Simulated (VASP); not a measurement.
# K2NaBCl6 (P1) in VASP: notebook, part 2 of 2

VASP 6.6.1. The steps go on from the part before.

## 3. Single point, PBE

Contents of INCAR:

```
  PREC = Accurate
  ENCUT = 520
  EDIFF = 1E-7
  ISMEAR = 0
  SIGMA = 0.02
  LREAL = F
  LASPH = T
  NELM = 80
  ALGO = Normal
  ISIF = 2
  LWAVE = F
  LCHARG = F
  GGA = PE
  NBANDS = 46
```

Contents of KPOINTS:

```
Automatic mesh
0
Gamma
  4 4 4
```

Contents of POSCAR:

```
K2NaBCl6
1.0
    5.5945066008      0.0016014282      0.0006679139
    0.0872647082      5.5945301179      0.0004759815
    0.8446522146      0.8226863655      8.9571789010
K Na B Cl
2 1 1 6
Direct
    0.5730617724      0.5397645387      0.2888007242
    0.4586436810      0.4313875107      0.7168225101
    0.0246909364      0.9799492247      0.4997281069
    0.0776213317      0.9184442995      0.9991642305
    0.4036387814      0.9674496749      0.0028553872
    0.5202639552      0.9732866806      0.5156375400
    0.0204130153      0.5939718744      0.9955690539
    0.0338806734      0.4847472076      0.4836936695
    0.9133078677      0.0258423202      0.1710193944
    0.9744779854      0.0851566686      0.8267093833
```

Potentials or basis: VASP PAW PBE potentials, release 64 (K_sv, Na_pv, B, Cl).

Started as:

```bash
cat potpaw_PBE.64/K_sv/POTCAR potpaw_PBE.64/Na_pv/POTCAR potpaw_PBE.64/B/POTCAR potpaw_PBE.64/Cl/POTCAR > POTCAR
mpirun -np 1 vasp_std > vasp.out
```

OUTCAR:

```text
PREC = Accurate
   ENCUT = 520
   EDIFF = 1E-7
   ISMEAR = 0
   LREAL = F
   LASPH = T
   NELM = 80
   ISIF = 2
   GGA = PE

 ion  position               nearest neighbor table
   1  0.573  0.540  0.289-
   2  0.459  0.431  0.717-
   3  0.025  0.980  0.500-
   4  0.078  0.918  0.999-   7 1.85   5 1.85   9 1.87  10 1.87
   5  0.404  0.967  0.003-   4 1.85
   6  0.520  0.973  0.516-
   7  0.020  0.594  0.996-   4 1.85
   8  0.034  0.485  0.484-
   9  0.913  0.026  0.171-   4 1.87
  10  0.974  0.085  0.827-   4 1.87

  LATTYP: Found a triclinic cell.
 ALAT       =     5.5945068699
 B/A-ratio  =     1.4030262061
 C/A-ratio  =     2.2894032836
 COS(alpha) =     0.0004408629
 COS(beta)  =     0.5097820193
 COS(gamma) =     0.7014234309

  Lattice vectors:

 A1 = (  -5.5945066008,  -0.0016014282,  -0.0006679139)
 A2 = (  -5.5072418926,   5.5929286897,  -0.0001919324)
 A3 = (  -6.5264235236,  -6.4188179116,  -8.9583227964)

Analysis of symmetry for initial positions (statically):
=====================================================================
 Subroutine PRICEL returns:
 Original cell was already a primitive cell.

 Routine SETGRP: Setting up the symmetry group for a
 triclinic supercell.

 Subroutine GETGRP returns: Found  1 space group operations
 (whereof  1 operations were pure point group operations)
 out of a pool of  2 trial point group operations.

The static configuration has the point symmetry C_1 .

Analysis of symmetry for dynamics (positions and initial velocities):
=====================================================================
 Subroutine PRICEL returns:
 Original cell was already a primitive cell.

 Routine SETGRP: Setting up the symmetry group for a
 triclinic supercell.

 Subroutine GETGRP returns: Found  1 space group operations
[... 144 lines left out ...]
   GGA     = PE    functional components
   LHFCALC =     F    Hartree Fock is set to
   AEXX    =    0.0000 exact exchange contribution
   IVDW    =     0    specifies the selected vdW correction
   LEPSILON=     F    determine dielectric tensor
   LRPA    =     F    only Hartree local field effects (RPA)
 non-spin polarized calculation
 Gauss-broadening in eV      SIGMA  =   0.02
  energy-cutoff  :      520.00
  volume of cell :      280.34
 maximum number of plane-waves:      7572
 NGX is ok and might be reduce to    42
   NGX = 21   NGY = 21   NGZ = 33

 number of electron      69.9999998 magnetization

 Free energy of the ion-electron system (eV)
  ---------------------------------------------------
  ext. energy  EPLUGINS =         0.00000000
  ---------------------------------------------------
  free energy    TOTEN  =       -36.29046053 eV

  energy without entropy =      -36.29046053  energy(sigma->0) =      -36.29046053

 E-fermi :  -0.8733     XC(G=0):  -7.5285

 val. band max:       -0.9984572802   @ k =   0.5000   0.5000   0.5000
 cond. band min:       3.8486513805   @ k =   0.0000   0.0000   0.0000
 fundamental gap:      4.8471086606
 Fermi energy:        -0.8733295380

 k-point     1 :       0.0000    0.0000    0.0000
  band No.  band energies     occupation
      1     -29.1870      2.00000
      2     -29.1454      2.00000
      3     -22.2769      2.00000
      4     -22.2233      2.00000
      5     -22.2168      2.00000
      6     -16.3805      2.00000
[... 1165 lines left out ...]
     45       7.3209      0.00000
     46       7.5990      0.00000

 [... further k-points ...]

------------------------ aborting loop because EDIFF is reached ----------------------------------------

  FORCE on cell =-STRESS in cart. coord.  units (eV):
  Direction    XX          YY          ZZ          XY          YZ          ZX
  --------------------------------------------------------------------------------------
  -------------------------------------------------------------------------------------
  Total       -0.1555192     -0.1649655     -0.1698449      0.0087719      0.0117492     -0.0085970
  in kB       -0.8888084     -0.9427947     -0.9706814      0.0501322      0.0671482     -0.0491329
  external PRESSURE =      -0.9340948 kB  Pullay stress =       0.0000000 kB

 VOLUME and BASIS-vectors are now :
 -----------------------------------------------------------------------------
  energy-cutoff  :      520.00
  volume of cell :      280.34
      direct lattice vectors                 reciprocal lattice vectors
     5.594506601  0.001601428  0.000667914     0.178749552 -0.002786762 -0.016599933
     0.087264708  5.594530118  0.000475982    -0.000049207  0.178748185 -0.016412772
     0.844652215  0.822686365  8.957178901    -0.000013326 -0.000009291  0.111644404

 POSITION                                       TOTAL-FORCE (eV/Angst)
 -----------------------------------------------------------------------------------
      3.49704      3.25824      2.58748        -0.003755      0.001577     -0.008672
      3.20900      3.00387      6.42122         0.002956      0.002144     -0.000478
      0.64575      5.89351      4.47664        -0.000639      0.001062     -0.002968
      1.35835      5.96039      8.95018         0.007011     -0.005329     -0.003123
      2.34500      5.41542      0.02631        -0.044599     -0.006618     -0.004765
      3.43109      5.87012      4.61947        -0.001058     -0.001452      0.005637
      1.00694      4.14207      8.91779         0.007478      0.044154     -0.003441
      0.64040      3.10992      4.33278         0.003809     -0.002017      0.004753
      5.25621      0.28673      1.53247         0.016970     -0.016104     -0.032106
      6.15744      1.15809      7.40568         0.011826     -0.017417      0.045165
 -----------------------------------------------------------------------------------
    total drift:                               -0.000770      0.000471     -0.000295

  FREE ENERGIE OF THE ION-ELECTRON SYSTEM (eV)
  ---------------------------------------------------
  free  energy   TOTEN  =       -36.2904605330 eV

  energy  without entropy=      -36.2904605330  energy(sigma->0) =      -36.29046053
```

Wall time 7.7 min (1 thread of AMD EPYC 7R13 (Zen 3), shared host); peak memory 0.55 GiB.

Results:

- Free energy: -36.2905 eV
- Pressure: -0.1 GPa
- Largest force: 0.050 eV/Å
- Band gap on the k mesh: 4.85 eV (least direct gap 4.93 eV)

Forces in eV/Å, atoms in the order of the input:
```
K   -0.004  0.002 -0.009
K    0.003  0.002  0.000
Na  -0.001  0.001 -0.003
B    0.007 -0.005 -0.003
Cl  -0.045 -0.007 -0.005
Cl  -0.001 -0.001  0.006
Cl   0.007  0.044 -0.003
Cl   0.004 -0.002  0.005
Cl   0.017 -0.016 -0.032
Cl   0.012 -0.017  0.045
```

Levels at points of the mesh, in eV from the valence-band top:
| k point | band 33 | band 34 | band 35 | band 36 | band 37 | band 38 |
| --- | --- | --- | --- | --- | --- | --- |
| (0.00, 0.00, 0.00) | -0.23 | -0.14 | -0.09 | 4.85 | 6.11 | 6.84 |
| (0.50, 0.00, 0.00) | -0.51 | -0.35 | -0.22 | 5.79 | 6.35 | 6.65 |
| (0.00, 0.50, 0.00) | -0.51 | -0.35 | -0.21 | 5.80 | 6.36 | 6.64 |
| (0.50, 0.50, 0.00) | -0.24 | -0.13 | 0.00 | 5.89 | 6.23 | 6.48 |
| (0.00, 0.00, 0.50) | -0.28 | -0.16 | -0.09 | 5.61 | 5.74 | 6.51 |
| (0.50, 0.00, 0.50) | -0.42 | -0.36 | -0.34 | 6.01 | 6.39 | 6.54 |
| (0.00, 0.50, 0.50) | -0.41 | -0.35 | -0.35 | 6.03 | 6.37 | 6.57 |
| (0.50, 0.50, 0.50) | -0.28 | -0.12 | 0.00 | 6.07 | 6.42 | 6.49 |
